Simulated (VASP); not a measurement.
Wanted: the native input for a VASP 6.6.1 run.

```
Task                   : single point
Functional             : PBEsol
Potentials or basis    : VASP PAW PBE potentials, release 64 (Ti_sv, C)
Cutoff                 : 520 eV
k mesh                 : 14 × 14 × 14
Occupations            : gaussian, width 0.1 eV
Spin                   : no spin polarisation
Dipole correction      : no
Further INCAR settings : ALGO = Normal; EDIFF = 1e-06; NBANDS = 15
```

The structure of TiC lies in POSCAR:

```
TiC
1.0
    0.0595749200      2.2746453200      2.1166516800
    2.2183380400      0.0595749200      2.1166516800
    2.2779129600      2.3342202400      0.0000000000
Ti C
1 1
Direct
   -0.0219780728      0.0219780728      0.0241801505
    0.5219780728      0.4780219272      0.4758198495
```

This cell differs from its parent crystal: strained and its atoms moved.

These files were run (other wordings do the same):

INCAR

```
SYSTEM = TiC
ALGO     = Normal         ! electronic algorithm
EDIFF    = 1E-6           ! SCF threshold, eV
ENCUT    = 520            ! plane-wave cutoff, eV
GGA      = PS             ! functional
ISIF     = 2              ! what is computed and relaxed
ISMEAR   = 0              ! smearing method
LASPH    = .TRUE.         ! aspherical terms in the spheres
LCHARG   = .FALSE.        ! write CHGCAR
LREAL    = .FALSE.        ! projectors in reciprocal space
LWAVE    = .FALSE.        ! write WAVECAR
NBANDS   = 15             ! bands
NELM     = 60             ! most SCF steps
PREC     = Accurate       ! precision mode
SIGMA    = 0.1            ! smearing width, eV
```

KPOINTS

```
k-points
0
G
  14 14 14
  0 0 0
```

Potentials or basis: VASP PAW PBE potentials, release 64 (Ti_sv, C).

The run is started by

```sh
$ cat potpaw_PBE.64/Ti_sv/POTCAR potpaw_PBE.64/C/POTCAR > POTCAR
$ mpirun -np 1 vasp_std > vasp.out
```

It gave:

The pressure is -11.3 GPa and the largest force is 1.483 eV/Å. The band gap on the k mesh is zero (bands 8 and 9 overlap by 0.84 eV).

Caveat: the cell differs from its parent crystal (strained and its atoms moved); the stress differs along the axes, from -24 to -2 GPa; the PAW data sets were made with another functional, which shifts forces and pressure a little.

It took 2.5 min on 1 thread of Intel(R) Xeon(R) Platinum 8259CL CPU @ 2.50GHz (Skylake/Cascade Lake) (shared host), peak memory 0.34 GiB.
